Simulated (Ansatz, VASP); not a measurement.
Two plane-wave programs on ScCo3B2

```
Sc Co B
1.0
     4.90024    0.00000    0.00000
    -2.45012    4.24373    0.00000
     0.00000    0.00000    2.95522
Sc Co B
1 3 2
Cartesian
  0.0000 0.0000 0.0000
  2.4501 0.0000 1.4776
  1.2251 2.1219 1.4776
  -1.2251 2.1219 1.4776
  0.0000 2.8292 0.0000
  2.4501 1.4146 0.0000
```

Alike in both runs: task relaxation of cell and atoms; functional LDA; k mesh 9 × 9 × 12; occupations gaussian, width 0.1 eV; no spin polarisation.

|  | VASP | Ansatz |
| --- | --- | --- |
| version | VASP 6.6.1 | Ansatz 0.2.0 |
| potentials or method | VASP PAW LDA potentials, release 64 (Sc_sv, Co, B), cutoff 600 eV | scalar-relativistic, plane waves, PAW |
| valence electrons in the cell | 44 | 68 |

|  | VASP | Ansatz | Ansatz less VASP |
| --- | --- | --- | --- |
| gap on the k mesh at the Fermi level, each at its own relaxed structure (eV) | none | none | - |
| relaxed volume (Å³/atom) | 9.66 | 9.65 | -0.009 |
| relaxed cell length with the largest relative difference (Å) | 2.907 | 2.904 | -0.0029 |

LDA's correlation is that of Perdew and Zunger in VASP and of Perdew and Wang (1992) in Ansatz. A gap of «none» marks a metal or a gap that the smearing closes. VASP's potentials hold 44 valence electrons a cell and Ansatz's 68, so a difference there can come from the potentials and not from the codes.
